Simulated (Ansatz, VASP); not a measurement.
## One calculation of Sc4Mo, two programs

Contents of INCAR:

```
  PREC = Accurate
  ENCUT = 520
  EDIFF = 1E-7
  ISMEAR = 0
  SIGMA = 0.1
  LREAL = F
  LASPH = T
  NELM = 60
  ALGO = Normal
  ISIF = 2
  LWAVE = F
  LCHARG = F
  GGA = PE
  NBANDS = 37
```

Contents of KPOINTS:

```
Automatic mesh
0
Gamma
  4 4 4
```

The input POSCAR:

```
Sc4Mo
1.0
    4.4089228100      0.0000000000      0.0000000000
    0.0000000000      4.4089228100      0.0000000000
    0.0000000000      0.0000000000      4.4089228100
Sc Mo
4 1
Direct
    0.5000000000      0.5000000000      0.5000000000
    0.0000000000      0.5000000000      0.5000000000
    0.5000000000      0.0000000000      0.5000000000
    0.5000000000      0.5000000000      0.0000000000
    0.0000000000      0.0000000000      0.0000000000
```

Input for Ansatz:

```yaml
crystal:
  lattice:
    - [4.40892281, 0.0, 0.0]
    - [0.0, 4.40892281, 0.0]
    - [0.0, 0.0, 4.40892281]
  atoms:
    - { symbol: Sc, position: [0.5, 0.5, 0.5] }
    - { symbol: Sc, position: [0.0, 0.5, 0.5] }
    - { symbol: Sc, position: [0.5, 0.0, 0.5] }
    - { symbol: Sc, position: [0.5, 0.5, 0.0] }
    - { symbol: Mo, position: [0.0, 0.0, 0.0] }
basis:
  ecutwfc: 420
kpoints:
  mp_grid: { grid: [4, 4, 4] }
hamiltonian:
  xc: pbe
scf:
  occupations: { method: gaussian, width: 0.1 }
  lower_state_search: "off"
output:
  forces: true
  stress: true
  eigenvalues: true
```

Change from the starting cell: species swapped into the Mn4N type (Pm-3m, No. 221).

Alike in both runs: task single point; functional PBE; k mesh 4 × 4 × 4; occupations gaussian, width 0.1 eV; no spin polarisation.

|  | VASP | Ansatz |
| --- | --- | --- |
| version | VASP 6.6.1 | Ansatz 0.2.0 |
| potentials or method | VASP PAW PBE potentials, release 64 (Sc_sv, Mo_sv), cutoff 520 eV | scalar-relativistic, plane waves, PAW |
| valence electrons in the cell | 58 | 58 |

|  | VASP | Ansatz | Ansatz less VASP |
| --- | --- | --- | --- |
| gap on the k mesh at the Fermi level (eV) | none | none | - |
| pressure (GPa) | 22.2 | 21.0 | -1.18 |

A gap of «none» marks a metal or a gap that the smearing closes.
